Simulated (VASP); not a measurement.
## Co: single point with PBE

Crystal: Co.

```xyz
2
Lattice="0.0000 2.8095 0.0000 2.8095 0.0000 0.0000 2.8095 2.8095 -2.8095" Properties=species:S:1:pos:R:3 pbc="T T T"
Co    0.0000    0.0000    0.0000
Co    1.4047    1.4047   -1.4047
```

This isn't the form of Co at room conditions, which is hcp.

```yaml
Program: VASP 6.6.1
Task: single point
Functional: PBE
Potentials_or_basis: VASP PAW PBE potentials, release 64 (Co)
Cutoff: 520 eV
k_mesh: 20 × 20 × 10
Occupations: gaussian, width 0.05 eV
Spin: collinear spin, antiferromagnetic start
Starting_moments: "[1.5, -1.5] μB"
```

| Quantity | Value |
| --- | --- |
| Pressure | -8.6 GPa |
| Band gap on the k mesh | zero (filled and empty bands overlap) |
| Net moment | 0.00 μB per cell |
| Site moments | Co +0.85, -0.85 μB |
| Valence electrons inside the program's atomic spheres | Co 8.23 |

Levels at points of the mesh, in eV from the Fermi level:
Spin up:
| k point | band 7 | band 8 | band 9 | band 10 | band 11 | band 12 |
| --- | --- | --- | --- | --- | --- | --- |
| (0.00, 0.00, 0.00) | -0.27 | -0.27 | 0.55 | 0.55 | 0.55 | 9.90 |
| (0.50, 0.00, 0.00) | -0.07 | 0.38 | 0.38 | 0.43 | 0.78 | 0.78 |
| (0.00, 0.00, 0.50) | -1.07 | -1.07 | -1.01 | -0.31 | 0.22 | 1.18 |
| (0.50, 0.50, 0.50) | -0.69 | -0.69 | 0.47 | 0.47 | 8.54 | 8.54 |
Spin down:
```tsv
k point	band 5	band 6	band 7	band 8	band 9	band 10	band 11	band 12	band 13	band 14
(0.00, 0.00, 0.00)	-1.83	-1.83	-0.27	-0.27	0.55	0.55	0.55	9.90	9.90	9.90
(0.50, 0.00, 0.00)	-0.72	-0.64	-0.07	0.38	0.38	0.43	0.78	0.78	7.25	7.26
(0.00, 0.00, 0.50)	-1.70	-1.70	-1.07	-1.07	-1.01	-0.31	0.22	1.18	17.09	17.09
(0.50, 0.50, 0.50)	-2.56	-2.56	-0.69	-0.69	0.47	0.47	8.54	8.54	8.54	8.67
```

Wall time 58 s on 1 thread of Intel(R) Xeon(R) 6975P-C (Granite Rapids) (shared host), peak memory 0.23 GiB.

Caveat: the cell stands under tension.
